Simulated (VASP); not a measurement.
# Au (Fm-3m) in VASP: further runs

The runs below take Au through single point, relaxation of cell and atoms, with PBE.

All numbers are computed with VASP 6.6.1; they aren't measurements. Logs are shortened: lines on timing, memory, paths and dates and some standing lists are left out, and cuts for length are marked.

### 1 The cell of the first run

Symmetry: Fm-3m, No. 225, cubic system. Conventional cell: a = 4.157 Å, b = 4.157 Å, c = 4.157 Å, α = 90.00°, β = 90.00°, γ = 90.00°. Au (site symmetry m-3m) has 12 Au at 2.94 Å within 3.9 Å.

### 2 Single point, PBE

Input file INCAR:

```
SYSTEM = Au
PREC = Accurate ; ENCUT = 500
EDIFF = 1E-6 ; ISMEAR = 0
SIGMA = 0.1 ; LREAL = .FALSE.
LASPH = .TRUE. ; NELM = 120
ALGO = Normal ; ISIF = 2
LWAVE = .FALSE. ; LCHARG = .FALSE.
GGA = PE ; NBANDS = 12
GGA_COMPAT = .FALSE.
```

Input file KPOINTS:

```
Automatic mesh
0
G
  9 9 9
  0 0 0
```

Input file POSCAR:

```
Au
1.0
    2.9390957847      0.0000000000      0.0000000000
    1.4695478923      2.5453316137      0.0000000000
    1.4695478923      0.8484438712      2.3997616592
Au
1
Direct
    0.0000000000      0.0000000000      0.0000000000
```

Potentials or basis: VASP PAW PBE potentials, release 64 (Au).

Command:

```bash
> cat potpaw_PBE.64/Au/POTCAR > POTCAR
> mpirun -np 1 vasp_std > vasp.out
```

OUTCAR:

```text
SYSTEM = Au
   PREC = Accurate
   ENCUT = 500
   EDIFF = 1E-6
   ISMEAR = 0
   LREAL = .FALSE.
   LASPH = .TRUE.
   NELM = 120
   ISIF = 2
   GGA = PE

 ion  position               nearest neighbor table
   1  0.000  0.000  0.000-

  LATTYP: Found a face centered cubic cell.
 ALAT       =     4.1565091198

  Lattice vectors:

 A1 = (   2.9390957847,   0.0000000000,   0.0000000000)
 A2 = (   1.4695478923,   2.5453316137,   0.0000000000)
 A3 = (   1.4695478923,   0.8484438712,   2.3997616592)

Analysis of symmetry for initial positions (statically):
=====================================================================
 Subroutine PRICEL returns:
 Original cell was already a primitive cell.

 Routine SETGRP: Setting up the symmetry group for a
 face centered cubic supercell.

 Subroutine GETGRP returns: Found 48 space group operations
 (whereof 48 operations were pure point group operations)
 out of a pool of 48 trial point group operations.

The static configuration has the point symmetry O_h .

Analysis of symmetry for dynamics (positions and initial velocities):
=====================================================================
 Subroutine PRICEL returns:
 Original cell was already a primitive cell.

 Routine SETGRP: Setting up the symmetry group for a
 face centered cubic supercell.

 Subroutine GETGRP returns: Found 48 space group operations
 (whereof 48 operations were pure point group operations)
 out of a pool of 48 trial point group operations.

The dynamic configuration has the point symmetry O_h .

 Subroutine INISYM returns: Found 48 space group operations
 (whereof 48 operations are pure point group operations),
 and found     1 'primitive' translations

----------------------------------------------------------------------------------------

                                     Primitive cell

  volume of cell :      17.9526

  direct lattice vectors                    reciprocal lattice vectors
     2.939095785  0.000000000  0.000000000     0.340240698 -0.196438058 -0.138902683
     1.469547892  2.545331614  0.000000000     0.000000000  0.392876117 -0.138902683
     1.469547892  0.848443871  2.399761659     0.000000000  0.000000000  0.416708049

  length of vectors
     2.939095785  2.939095785  2.939095785     0.416708049  0.416708049  0.416708049

  position of ions in fractional coordinates (direct lattice)
     0.000000000  0.000000000  0.000000000

  ion indices of the primitive-cell ions
   primitive index   ion index
                 1           1

----------------------------------------------------------------------------------------

 KPOINTS: Automatic mesh

Automatic generation of k-mesh.
 Grid dimensions read from file:
 generate k-points for:    9    9    9

 Generating k-lattice:

  Cartesian coordinates                     Fractional coordinates (reciprocal lattice)
     0.037804522 -0.021826451 -0.015433631     0.111111111 -0.000000000  0.000000000
     0.000000000  0.043652902 -0.015433631     0.000000000  0.111111111  0.000000000
     0.000000000  0.000000000  0.046300894     0.000000000  0.000000000  0.111111111

  Length of vectors
     0.046300894  0.046300894  0.046300894

  Shift w.r.t. Gamma in fractional coordinates (k-lattice)
     0.000000000  0.000000000  0.000000000

 Subroutine IBZKPT returns following result:
 ===========================================

 Found     35 irreducible k-points:

 Following reciprocal coordinates:
            Coordinates               Weight
  0.000000  0.000000  0.000000      1.000000
  0.111111  0.000000  0.000000      8.000000
  0.222222  0.000000  0.000000      8.000000
  0.333333  0.000000 -0.000000      8.000000
  0.444444  0.000000  0.000000      8.000000
  0.111111  0.111111  0.000000      6.000000
[... 16 lines left out ...]
 -0.333333  0.333333  0.000000     12.000000
  0.444444  0.444444  0.000000      6.000000
 [... further k-points ...]
   k-points           NKPTS =     35   k-points in BZ     NKDIM =     35   number of bands    NBANDS=     12
   number of dos      NEDOS =    301   number of ions     NIONS =      1
   total plane-waves  NPLWV =  13824
   dimension x,y,z NGX =    24 NGY =   24 NGZ =   24
   dimension x,y,z NGXF=    48 NGYF=   48 NGZF=   48
   ions per type =               1
   NGX,Y,Z   is equivalent  to a cutoff of  13.58, 13.58, 13.58 a.u.
   NGXF,Y,Z  is equivalent  to a cutoff of  27.15, 27.15, 27.15 a.u.
 SYSTEM =  Au
   PREC   = accura    normal or accurate (medium, high low for compatibility)
   ISTART =      0    job   : 0-new  1-cont  2-samecut
   ICHARG =      2    charge: 1-file 2-atom 10-const
   ISPIN  =      1    spin polarized calculation?
   LNONCOLLINEAR =      F non collinear calculations
   LSORBIT =      F    spin-orbit coupling
   LASPH  =      T    aspherical Exc in radial PAW
   ENCUT  =  500.0 eV  36.75 Ry    6.06 a.u.   5.36  5.36  5.36*2*pi/ulx,y,z
   NELM   =    120;   NELMIN=  2; NELMDL= -5     # of ELM steps
   EDIFF  = 0.1E-05   stopping-criterion for ELM
   LREAL  =      F    real-space projection
   EDIFFG = 0.1E-04   stopping-criterion for IOM
   NSW    =      0    number of steps for IOM
   IBRION =     -1    ionic relax: 0-MD 1-quasi-New 2-CG
   NFREE  =      0    steps in history (QN), initial steepest desc. (CG)
   ISIF   =      2    stress and relaxation
   ISYM   =      2    0-nonsym 1-usesym 2-fastsym
   POTIM  = 0.5000    time-step for ionic-motion
   TEBEG  =    0.0;   TEEND  =   0.0 temperature during run
   PSTRESS=    0.0 pullay stress
   NELECT =      11.0000    total number of electrons
   NUPDOWN=      -1.0000    fix difference up-down
   EMIN   =  10.00;   EMAX   =-10.00  energy-range for DOS
   EFERMI =   0.00;   METHOD = LEGACY
   ISMEAR =     0;   SIGMA  =   0.10  broadening in eV -4-tet -1-fermi 0-gaus
   EFERMI_NEDOS =   21; number of points for ismear=-14 and -15
   IALGO  =     38    algorithm
   IMIX   =      4    mixing-type and parameters
     AMIX     =   0.40;   BMIX     =  1.00
     AMIX_MAG =   1.60;   BMIX_MAG =  1.00
  volume/ion in A,a.u.               =      17.95       121.15
  Fermi-wavevector in a.u.,A,eV,Ry     =   1.390476  2.627620 26.305843  1.933425
  Thomas-Fermi vector in A             =   2.514408
   LORBIT       =      0    0 simple, 1 ext, 2 COOP (PROOUT), +10 PAW based schemes
   GGA     = PE    functional components
   LHFCALC =     F    Hartree Fock is set to
   AEXX    =    0.0000 exact exchange contribution
   IVDW    =     0    specifies the selected vdW correction
   LEPSILON=     F    determine dielectric tensor
   LRPA    =     F    only Hartree local field effects (RPA)
 non-spin polarized calculation
 Gauss-broadening in eV      SIGMA  =   0.10
  energy-cutoff  :      500.00
  volume of cell :       17.95
 maximum number of plane-waves:       469
 NGX is ok and might be reduce to    24
   NGX = 11   NGY = 11   NGZ = 11

 number of electron      11.0000002 magnetization

 Free energy of the ion-electron system (eV)
  ---------------------------------------------------
  ext. energy  EPLUGINS =         0.00000000
  ---------------------------------------------------
  free energy    TOTEN  =        -3.24499266 eV

  energy without entropy =       -3.24462278  energy(sigma->0) =       -3.24480772

 E-fermi :   8.7980     XC(G=0): -12.4055

 val. band max:        8.2797406791   @ k =   0.4444   0.3333   0.0000
 cond. band min:       8.8456459325   @ k =   0.4444   0.4444   0.0000
 fundamental gap:      0.5659052534
 Fermi energy:         8.7979520765

 k-point     1 :       0.0000    0.0000    0.0000
  band No.  band energies     occupation
      1      -0.6865      2.00000
      2       4.2114      2.00000
      3       4.2114      2.00000
      4       4.2114      2.00000
      5       5.5914      2.00000
      6       5.5914      2.00000
      7      23.2117      0.00000
      8      26.9098      0.00000
      9      26.9098      0.00000
     10      26.9098      0.00000
     11      31.6544      0.00000
     12      35.7444      0.00000

 k-point     2 :       0.1111    0.0000    0.0000
  band No.  band energies     occupation
      1      -0.2825      2.00000
      2       4.0988      2.00000
      3       4.3359      2.00000
      4       4.3359      2.00000
      5       5.5455      2.00000
      6       5.5455      2.00000
      7      23.5375      0.00000
      8      24.7411      0.00000
      9      27.3339      0.00000
     10      27.3339      0.00000
     11      31.7850      0.00000
     12      33.8936      0.00000

 k-point     3 :       0.2222    0.0000    0.0000
  band No.  band energies     occupation
      1       0.7587      2.00000
      2       4.0236      2.00000
      3       4.4798      2.00000
      4       4.4798      2.00000
      5       5.6492      2.00000
      6       5.6492      2.00000
      7      20.5297      0.00000
      8      24.2800      0.00000
      9      28.0338      0.00000
     10      28.0338      0.00000
     11      29.8971      0.00000
     12      31.4865      0.00000
[... 286 lines left out ...]
 k-point    23 :      -0.3333    0.3333    0.0000
  band No.  band energies     occupation
      1       2.8664      2.00000
      2       3.6317      2.00000
      3       4.4156      2.00000
      4       5.5001      2.00000
      5       6.2879      2.00000
      6      10.9480      0.00000
      7      14.8592      0.00000
      8      15.4888      0.00000
      9      22.5238      0.00000
     10      25.2676      0.00000
     11      33.4810      0.00000
     12      33.9036      0.00000

 k-point    24 :       0.4444    0.4444    0.0000
  band No.  band energies     occupation
      1       2.0801      2.00000
      2       2.3736      2.00000
      3       6.6097      2.00000
      4       6.8563      2.00000
      5       6.8563      2.00000
      6       8.8456      0.50000
      7      15.1836      0.00000
      8      18.7696      0.00000
      9      18.7696      0.00000
     10      25.1893      0.00000
     11      27.6293      0.00000
     12      35.9222      0.00000

 [... further k-points ...]

------------------------ aborting loop because EDIFF is reached ----------------------------------------

  FORCE on cell =-STRESS in cart. coord.  units (eV):
  Direction    XX          YY          ZZ          XY          YZ          ZX
  --------------------------------------------------------------------------------------
  -------------------------------------------------------------------------------------
  Total       -0.0275788     -0.0275788     -0.0275788      0.0000000      0.0000000      0.0000000
  in kB       -2.4612734     -2.4612734     -2.4612734      0.0000000      0.0000000      0.0000000
  external PRESSURE =      -2.4612734 kB  Pullay stress =       0.0000000 kB

 VOLUME and BASIS-vectors are now :
 -----------------------------------------------------------------------------
  energy-cutoff  :      500.00
  volume of cell :       17.95
      direct lattice vectors                 reciprocal lattice vectors
     2.939095785  0.000000000  0.000000000     0.340240698 -0.196438058 -0.138902683
     1.469547892  2.545331614  0.000000000     0.000000000  0.392876117 -0.138902683
     1.469547892  0.848443871  2.399761659     0.000000000  0.000000000  0.416708049

 POSITION                                       TOTAL-FORCE (eV/Angst)
 -----------------------------------------------------------------------------------
      0.00000      0.00000      0.00000        -0.000000     -0.000000      0.000000
 -----------------------------------------------------------------------------------
    total drift:                               -0.000000     -0.000000      0.000000

  FREE ENERGIE OF THE ION-ELECTRON SYSTEM (eV)
  ---------------------------------------------------
  free  energy   TOTEN  =        -3.2449926631 eV

  energy  without entropy=       -3.2446227777  energy(sigma->0) =       -3.24480772
```

Wall time 5.8 s (1 thread of Intel Xeon Platinum 8259CL at 2.50GHz (Skylake/Cascade Lake), shared host); peak memory 0.14 GiB.

Results:

| Item | Value |
| --- | --- |
| Free energy | -3.2450 eV |
| Pressure | -0.2 GPa |

Caveat: spin-orbit coupling is left out, which moves the levels of the heavy elements.

### 3 Relaxation of cell and atoms, PBE

This run uses another cell than the first one, of 16.85 Å³/atom, 0.939 times its volume.

Input file INCAR:

```
SYSTEM = Au
ALGO = Normal ; EDIFF = 1E-7
EDIFFG = -0.01 ; ENCUT = 500
GGA = PE ; GGA_COMPAT = .FALSE.
IBRION = 2 ; ISIF = 3
ISMEAR = 0 ; LASPH = .TRUE.
LCHARG = .FALSE. ; LREAL = .FALSE.
LWAVE = .FALSE. ; NELM = 120
NELMIN = 4 ; NSW = 50
PREC = Accurate ; SIGMA = 0.1
```

Input file KPOINTS:

```
k-points
0
G
  9 9 9
  0 0 0
```

Input file POSCAR:

```
Au
1.0
    2.8779250000      0.0000000000      0.0000000000
    1.4389625000      2.4923561602      0.0000000000
    1.4389625000      0.8307853867      2.3498159227
Au
1
Direct
    0.0000000000      0.0000000000      0.0000000000
```

Potentials or basis: VASP PAW PBE potentials, release 64 (Au).

Command:

```bash
> cat potpaw_PBE.64/Au/POTCAR > POTCAR
> mpirun -np 1 vasp_std > vasp.out
```

Wall time 16 s (1 thread of Intel Xeon Platinum 8259CL at 2.50GHz (Skylake/Cascade Lake), shared host); peak memory 0.14 GiB.

It converged, with:

- Free energy: -3.2442 eV
- Relaxed volume: 17.93 Å³/atom
- Relaxed cell: a = 2.938 Å, b = 2.938 Å, c = 2.938 Å, α = 60.00°, β = 60.00°, γ = 60.00°
- Space group after relaxing (to 0.05 Å): Fm-3m (No. 225)
- Energy gained by relaxing: 32.5 meV/atom
- Ionic steps: 4
- Pressure after relaxing: 0.0 GPa

The path:
```csv
step,energy change (eV),largest force (eV/Å),pressure (GPa),volume (Å³)
1,0.0000,0.0000,10.44,16.85
2,0.0283,0.0000,-9.90,19.68
3,-0.0325,0.0000,-0.19,17.95
4,-0.0325,0.0000,-0.03,17.93
```

Final structure:
```cif
data_structure
_symmetry_space_group_name_H-M 'P 1'
_symmetry_Int_Tables_number 1
_cell_length_a 2.9378
_cell_length_b 2.9378
_cell_length_c 2.9378
_cell_angle_alpha 60.000
_cell_angle_beta 60.000
_cell_angle_gamma 60.000
_cell_volume 17.93
loop_
_atom_site_label
_atom_site_type_symbol
_atom_site_fract_x
_atom_site_fract_y
_atom_site_fract_z
_atom_site_occupancy
Au1 Au 0.00000 0.00000 0.00000 1
```

Levels at points of the mesh, in eV from the Fermi level:
```tsv
k point	band 3	band 4	band 5	band 6	band 7	band 8	band 9
(0.00, 0.00, 0.00)	-4.59	-4.59	-3.21	-3.21	14.42	18.12	18.12
```

Caveat: spin-orbit coupling is left out, which moves the levels of the heavy elements. PBE usually gives volumes a little too large and moduli too small.
